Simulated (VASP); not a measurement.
A run of VASP 6.6.1 is set up as follows.

The input POSCAR:

```
NaB
1.0
    0.0000000000      2.8180624500      2.6838690000
    2.8180624500      0.0000000000      2.6838690000
    2.8180624500      2.8180624500      0.0000000000
Na B
1 1
Direct
    0.0000000000      0.0000000000      0.0000000000
    0.5000000000      0.5000000000      0.5000000000
```

File INCAR.step1:

```
PREC = Accurate ; ENCUT = 520
ISMEAR = 0 ; SIGMA = 0.15
LREAL = False ; LASPH = True
NELM = 60 ; NBANDS = 12
GGA = PE ; ALGO = Normal
EDIFF = 1E-4 ; LWAVE = True
LCHARG = False
```

The input INCAR.step2:

```
PREC = Accurate ; ENCUT = 520
EDIFF = 1E-6 ; ISMEAR = 0
SIGMA = 0.15 ; LREAL = False
LASPH = True ; NELM = 60
ALGO = Normal ; ISIF = 2
LWAVE = False ; LCHARG = True
METAGGA = R2SCAN ; LMIXTAU = True
LELF = True ; LVHAR = True
NBANDS = 12 ; ISTART = 1
```

Contents of KPOINTS:

```
Automatic mesh
0
Gamma
  16 16 16
```

Potentials or basis: VASP PAW PBE potentials, release 64 (Na_pv, B).

Launch:

```bash
$ cat potpaw_PBE.64/Na_pv/POTCAR potpaw_PBE.64/B/POTCAR > POTCAR
$ cp INCAR.step1 INCAR
$ mpirun -np 1 vasp_std > vasp.out
$ cp INCAR.step2 INCAR
$ mpirun -np 1 vasp_std > vasp.out
```

Problem. Predict the band gap on the k mesh.

Solution. Zero (band 5 reaches 2.67 eV, above the bottom of band 6 at -0.24 eV).

Problem. Predict the pressure.

Solution. -2.3 GPa.

Stress tensor (GPa, compression positive):
```
-3.30  0.00  0.00
 0.00 -3.30  0.00
 0.00  0.00 -0.26
```

Caveat: the cell differs from its parent crystal (strain +0.050 along x and y, +0.000 along z); the PAW data sets were made with another functional, which shifts forces and pressure a little.
